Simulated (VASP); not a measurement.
# Al (Fm-3m) in VASP: further runs

Runs on Al. Level: PBE. Tasks: single point.

Everything below comes from runs of VASP 6.6.1. Logs are shortened: lines on timing, memory, paths and dates and some standing lists are left out, and cuts for length are marked.

## (1) The cell of the first run

The structure is cubic, space group Fm-3m (No. 225). Conventional cell: a = 4.090 Å, b = 4.090 Å, c = 4.090 Å, α = 90.00°, β = 90.00°, γ = 90.00°. Al (site symmetry m-3m) has 12 Al at 2.89 Å within 3.8 Å.

## (2) Single point, PBE

INCAR reads:

```
PREC     = Accurate       # precision mode
ENCUT    = 520            # plane-wave cutoff, eV
EDIFF    = 1E-6           # SCF threshold, eV
ISMEAR   = 0              # smearing method
SIGMA    = 0.1            # smearing width, eV
LREAL    = False          # projectors in reciprocal space
LASPH    = True           # aspherical terms in the spheres
NELM     = 100            # most SCF steps
ALGO     = Normal         # electronic algorithm
ISIF     = 2              # what is computed and relaxed
LWAVE    = False          # write WAVECAR
LCHARG   = False          # write CHGCAR
GGA      = PE             # functional
NBANDS   = 8              # bands
```

KPOINTS reads:

```
Automatic mesh
0
Gamma
  11 11 11
```

POSCAR reads:

```
Al
1.0
    0.0000000000      2.0448538781      2.0448538781
    2.0448538781      0.0000000000      2.0448538781
    2.0448538781      2.0448538781      0.0000000000
Al
1
Direct
    0.0000000000      0.0000000000      0.0000000000
```

Potentials or basis: VASP PAW PBE potentials, release 64 (Al).

Run with:

```sh
> cat potpaw_PBE.64/Al/POTCAR > POTCAR
> mpirun -np 1 vasp_std > vasp.out
```

OUTCAR:

```text
PREC = Accurate
   ENCUT = 520
   EDIFF = 1E-6
   ISMEAR = 0
   LREAL = False
   LASPH = True
   NELM = 100
   ISIF = 2
   GGA = PE

 ion  position               nearest neighbor table
   1  0.000  0.000  0.000-

  LATTYP: Found a face centered cubic cell.
 ALAT       =     4.0897077562

  Lattice vectors:

 A1 = (   0.0000000000,   2.0448538781,   2.0448538781)
 A2 = (   2.0448538781,   0.0000000000,   2.0448538781)
 A3 = (   2.0448538781,   2.0448538781,   0.0000000000)

Analysis of symmetry for initial positions (statically):
=====================================================================
 Subroutine PRICEL returns:
 Original cell was already a primitive cell.

 Routine SETGRP: Setting up the symmetry group for a
 face centered cubic supercell.

 Subroutine GETGRP returns: Found 48 space group operations
 (whereof 48 operations were pure point group operations)
 out of a pool of 48 trial point group operations.

The static configuration has the point symmetry O_h .

Analysis of symmetry for dynamics (positions and initial velocities):
=====================================================================
 Subroutine PRICEL returns:
 Original cell was already a primitive cell.

 Routine SETGRP: Setting up the symmetry group for a
 face centered cubic supercell.

 Subroutine GETGRP returns: Found 48 space group operations
 (whereof 48 operations were pure point group operations)
 out of a pool of 48 trial point group operations.

The dynamic configuration has the point symmetry O_h .

 Subroutine INISYM returns: Found 48 space group operations
 (whereof 48 operations are pure point group operations),
 and found     1 'primitive' translations

----------------------------------------------------------------------------------------

                                     Primitive cell

  volume of cell :      17.1008

  direct lattice vectors                    reciprocal lattice vectors
     0.000000000  2.044853878  2.044853878    -0.244516249  0.244516249  0.244516249
     2.044853878  0.000000000  2.044853878     0.244516249 -0.244516249  0.244516249
     2.044853878  2.044853878  0.000000000     0.244516249  0.244516249 -0.244516249

  length of vectors
     2.891860087  2.891860087  2.891860087     0.423514567  0.423514567  0.423514567

  position of ions in fractional coordinates (direct lattice)
     0.000000000  0.000000000  0.000000000

  ion indices of the primitive-cell ions
[... 72 lines left out ...]
   ENCUT  =  520.0 eV  38.22 Ry    6.18 a.u.   5.38  5.38  5.38*2*pi/ulx,y,z
   NELM   =    100;   NELMIN=  2; NELMDL= -5     # of ELM steps
   EDIFF  = 0.1E-05   stopping-criterion for ELM
   LREAL  =      F    real-space projection
   EDIFFG = 0.1E-04   stopping-criterion for IOM
   NSW    =      0    number of steps for IOM
   IBRION =     -1    ionic relax: 0-MD 1-quasi-New 2-CG
   NFREE  =      0    steps in history (QN), initial steepest desc. (CG)
   ISIF   =      2    stress and relaxation
   ISYM   =      2    0-nonsym 1-usesym 2-fastsym
   POTIM  = 0.5000    time-step for ionic-motion
   TEBEG  =    0.0;   TEEND  =   0.0 temperature during run
   PSTRESS=    0.0 pullay stress
   NELECT =       3.0000    total number of electrons
   NUPDOWN=      -1.0000    fix difference up-down
   EMIN   =  10.00;   EMAX   =-10.00  energy-range for DOS
[... 5 lines left out ...]
     AMIX     =   0.40;   BMIX     =  1.00
     AMIX_MAG =   1.60;   BMIX_MAG =  1.00
  volume/ion in A,a.u.               =      17.10       115.40
  Fermi-wavevector in a.u.,A,eV,Ry     =   0.916452  1.731843 11.427315  0.839884
  Thomas-Fermi vector in A             =   2.041309
   LORBIT       =      0    0 simple, 1 ext, 2 COOP (PROOUT), +10 PAW based schemes
   GGA     = PE    functional components
   LHFCALC =     F    Hartree Fock is set to
   AEXX    =    0.0000 exact exchange contribution
   IVDW    =     0    specifies the selected vdW correction
   LEPSILON=     F    determine dielectric tensor
   LRPA    =     F    only Hartree local field effects (RPA)
 non-spin polarized calculation
 Gauss-broadening in eV      SIGMA  =   0.10
  energy-cutoff  :      520.00
  volume of cell :       17.10
 maximum number of plane-waves:       477
 NGX is ok and might be reduce to    24
   NGX = 11   NGY = 11   NGZ = 11

 number of electron       3.0000000 magnetization

 Free energy of the ion-electron system (eV)
  ---------------------------------------------------
  ext. energy  EPLUGINS =         0.00000000
  ---------------------------------------------------
  free energy    TOTEN  =        -3.75009296 eV

  energy without entropy =       -3.74707734  energy(sigma->0) =       -3.74858515

 E-fermi :   7.6495     XC(G=0): -10.0679

 val. band max:        7.4113502107   @ k =  -0.4545   0.4545   0.0909
 cond. band min:       7.6516877828   @ k =  -0.4545   0.3636   0.0000
 fundamental gap:      0.2403375721
 Fermi energy:         7.6494595401

 k-point     1 :       0.0000    0.0000    0.0000
  band No.  band energies     occupation
      1      -3.2576      2.00000
      2      20.0547      0.00000
      3      20.0547      0.00000
      4      20.0547      0.00000
      5      21.2804      0.00000
      6      21.2804      0.00000
      7      21.2804      0.00000
      8      23.8410      0.00000
[... 243 lines left out ...]
 k-point    24 :      -0.1818    0.1818    0.0000
  band No.  band energies     occupation
      1      -0.9350      2.00000
      2      11.4053      0.00000
      3      12.7481      0.00000
      4      19.1982      0.00000
      5      21.2084      0.00000
      6      22.3177      0.00000
      7      23.2853      0.00000
      8      24.2244      0.00000

 [... further k-points ...]

------------------------ aborting loop because EDIFF is reached ----------------------------------------

  FORCE on cell =-STRESS in cart. coord.  units (eV):
  Direction    XX          YY          ZZ          XY          YZ          ZX
  --------------------------------------------------------------------------------------
  -------------------------------------------------------------------------------------
  Total       -0.2773798     -0.2773798     -0.2773798      0.0000000      0.0000000      0.0000000
  in kB      -25.9877401    -25.9877401    -25.9877401      0.0000000      0.0000000      0.0000000
  external PRESSURE =     -25.9877401 kB  Pullay stress =       0.0000000 kB

 VOLUME and BASIS-vectors are now :
 -----------------------------------------------------------------------------
  energy-cutoff  :      520.00
  volume of cell :       17.10
      direct lattice vectors                 reciprocal lattice vectors
     0.000000000  2.044853878  2.044853878    -0.244516249  0.244516249  0.244516249
     2.044853878  0.000000000  2.044853878     0.244516249 -0.244516249  0.244516249
     2.044853878  2.044853878  0.000000000     0.244516249  0.244516249 -0.244516249

 POSITION                                       TOTAL-FORCE (eV/Angst)
 -----------------------------------------------------------------------------------
      0.00000      0.00000      0.00000         0.000000      0.000000      0.000000
 -----------------------------------------------------------------------------------
    total drift:                                0.000000      0.000000     -0.000000

  FREE ENERGIE OF THE ION-ELECTRON SYSTEM (eV)
  ---------------------------------------------------
  free  energy   TOTEN  =        -3.7500929560 eV

  energy  without entropy=       -3.7470773378  energy(sigma->0) =       -3.74858515
```

Run time: 5.9 s. Hardware: 1 thread of AMD EPYC 7R13 (Zen 3), shared host; peak memory 0.1 GiB.

Results:

| Quantity | Value |
| --- | --- |
| Free energy | -3.7501 eV |
| Pressure | -2.6 GPa |

Levels at points of the mesh, in eV from the Fermi level:
| k point | band 1 | band 2 | band 3 | band 4 | band 5 | band 6 |
| --- | --- | --- | --- | --- | --- | --- |
| (0.00, 0.00, 0.00) | -10.91 | 12.41 | 12.41 | 12.41 | 13.63 | 13.63 |

## (3) Single point, PBE

This run uses another cell than the first one, of 17.60 Å³/atom, 1.029 times its volume.

INCAR reads:

```
ALGO     = Normal         # electronic algorithm
EDIFF    = 1E-6           # SCF threshold, eV
ENCUT    = 520            # plane-wave cutoff, eV
GGA      = PE             # functional
ISIF     = 2              # what is computed and relaxed
ISMEAR   = 0              # smearing method
LASPH    = T              # aspherical terms in the spheres
LCHARG   = F              # write CHGCAR
LREAL    = F              # projectors in reciprocal space
LWAVE    = F              # write WAVECAR
NBANDS   = 8              # bands
NELM     = 80             # most SCF steps
PREC     = Accurate       # precision mode
SIGMA    = 0.1            # smearing width, eV
```

KPOINTS reads:

```
k-points
0
Gamma
  11 11 11
```

POSCAR reads:

```
Al
1.0
    0.0000000000      2.0645171409      2.0645171409
    2.0645171409      0.0000000000      2.0645171409
    2.0645171409      2.0645171409      0.0000000000
Al
1
Direct
    0.0000000000      0.0000000000      0.0000000000
```

Potentials or basis: VASP PAW PBE potentials, release 64 (Al).

Run with:

```sh
> cat potpaw_PBE.64/Al/POTCAR > POTCAR
> mpirun -np 1 vasp_std > vasp.out
```

Run time: 6.3 s. Hardware: 1 thread of AMD EPYC 7R13 (Zen 3), shared host; peak memory 0.1 GiB.

It converged, with:

```
Free energy : -3.7392 eV
Pressure    : -4.4 GPa
```

Levels at points of the mesh, in eV from the Fermi level:
```
           k point  band 1  band 2  band 3  band 4  band 5  band 6
(0.00, 0.00, 0.00)  -10.72   12.25   12.25   12.25   13.27   13.27
```
